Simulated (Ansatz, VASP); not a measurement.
Two plane-wave programs on Ru

```
Ru
1.0
     4.56072    0.00000    0.00000
    -2.28036    3.94970    0.00000
     0.00000    0.00000    7.52674
Ru
4
Direct
  0.66667 0.33333 0.06291
  0.33333 0.66667 0.56291
  0.66667 0.33333 0.43709
  0.33333 0.66667 0.93709
```

Alike in both runs: task single point; functional PBEsol; k mesh 6 × 6 × 4; occupations gaussian, width 0.1 eV; no spin polarisation.

```csv
,VASP,Ansatz
version,VASP 6.6.1,Ansatz 0.2.0
potentials or method,"VASP PAW PBE potentials, release 64 (Ru_pv), cutoff 520 eV","scalar-relativistic, plane waves, PAW"
valence electrons in the cell,56,64
```

|  | VASP | Ansatz | Ansatz less VASP |
| --- | --- | --- | --- |
| gap on the k mesh at the Fermi level (eV) | none | none | - |
| pressure (GPa) | -25.9 | -25.9 | +0.01 |
| traceless stress, the component that is largest in VASP (GPa) | 1.03 | 1.03 | 0.000 |
| rms of the force components (eV/Å) | 0.209 | 0.209 | 0.0000 |

VASP's potentials were made for PBE, not for PBEsol. Atom by atom the forces differ by 0.000 eV/Å (rms over components). A gap of «none» marks a metal or a gap that the smearing closes. VASP's potentials hold 56 valence electrons a cell and Ansatz's 64, so a difference there can come from the potentials and not from the codes.
